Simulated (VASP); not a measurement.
Input of a VASP 6.6.1 run:

POSCAR

```
Ge
1.0
    0.0000000000      2.8800000000      2.8800000000
    2.8800000000      0.0000000000      2.8800000000
    2.8800000000      2.8800000000      0.0000000000
Ge
2
Direct
    0.0000000000      0.0000000000      0.0000000000
    0.2500000000      0.2500000000      0.2500000000
```

The input INCAR.step1:

```
SYSTEM = Ge
  PREC = Accurate
  ENCUT = 520
  ISMEAR = -1
  SIGMA = 0.02
  LREAL = .FALSE.
  LASPH = .TRUE.
  NELM = 100
  NBANDS = 21
  GGA = PE
  ALGO = Normal
  EDIFF = 1E-4
  LWAVE = .TRUE.
  LCHARG = .FALSE.
```

The input INCAR.step2:

```
SYSTEM = Ge
  PREC = Accurate
  ENCUT = 520
  EDIFF = 1E-7
  ISMEAR = -1
  SIGMA = 0.02
  LREAL = .FALSE.
  LASPH = .TRUE.
  NELM = 100
  ALGO = Normal
  ISIF = 2
  LWAVE = .FALSE.
  LCHARG = .FALSE.
  METAGGA = R2SCAN
  LMIXTAU = .TRUE.
  NBANDS = 21
  ISTART = 1
```

KPOINTS

```
Automatic mesh
0
G
  6 6 6
  0 0 0
```

Potentials or basis: VASP PAW PBE potentials, release 64 (Ge_d).

Command:

```bash
$ cat potpaw_PBE.64/Ge_d/POTCAR > POTCAR
$ cp INCAR.step1 INCAR
$ mpirun -np 1 vasp_std > vasp.out
$ cp INCAR.step2 INCAR
$ mpirun -np 1 vasp_std > vasp.out
```

Task: What does it give for the band gap on the k mesh?

Result: Zero (filled and empty bands touch).

Task: Predict the pressure.

Result: -2.7 GPa.

Caveat: the PAW data sets were made with another functional, which shifts forces and pressure a little.
